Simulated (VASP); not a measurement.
InSb2: single point with PBE

InSb2:

```
CELL_PARAMETERS angstrom
0.00000 3.45205 3.45205
3.45205 0.00000 3.45205
3.45205 3.45205 0.00000
ATOMIC_POSITIONS crystal
In 0.00000 0.00000 0.00000
Sb 0.25000 0.25000 0.25000
Sb 0.75000 0.75000 0.75000
```

```json
{
 "Program": "VASP 6.6.1",
 "Task": "single point",
 "Functional": "PBE",
 "Potentials or basis": "VASP PAW PBE potentials, release 64 (In_d, Sb)",
 "Cutoff": "520 eV",
 "k mesh": "4 × 4 × 4",
 "Occupations": "gaussian, width 0.1 eV",
 "Spin": "no spin polarisation"
}
```

```json
{
 "Pressure": "9.1 GPa"
}
```

Levels at points of the mesh, in eV from the Fermi level:
| k point | band 8 | band 9 | band 10 | band 11 | band 12 | band 13 | band 14 | band 15 |
| --- | --- | --- | --- | --- | --- | --- | --- | --- |
| (0.00, 0.00, 0.00) | -2.16 | -2.16 | -2.16 | -0.69 | -0.46 | -0.46 | -0.46 | 2.33 |
| (0.50, 0.00, 0.00) | -4.30 | -2.67 | -2.67 | -1.51 | -1.29 | -1.29 | 3.51 | 4.83 |
| (0.50, 0.50, 0.00) | -7.37 | -4.53 | -4.53 | -0.85 | 2.51 | 2.51 | 3.51 | 4.98 |

It took 10 s on 1 thread of Intel(R) Xeon(R) Platinum 8488C (Sapphire Rapids) (shared host), peak memory 0.2 GiB.

Caveat: the k points lie up to 0.39 Å⁻¹ apart; spin-orbit coupling is left out, which moves the levels of the heavy elements.
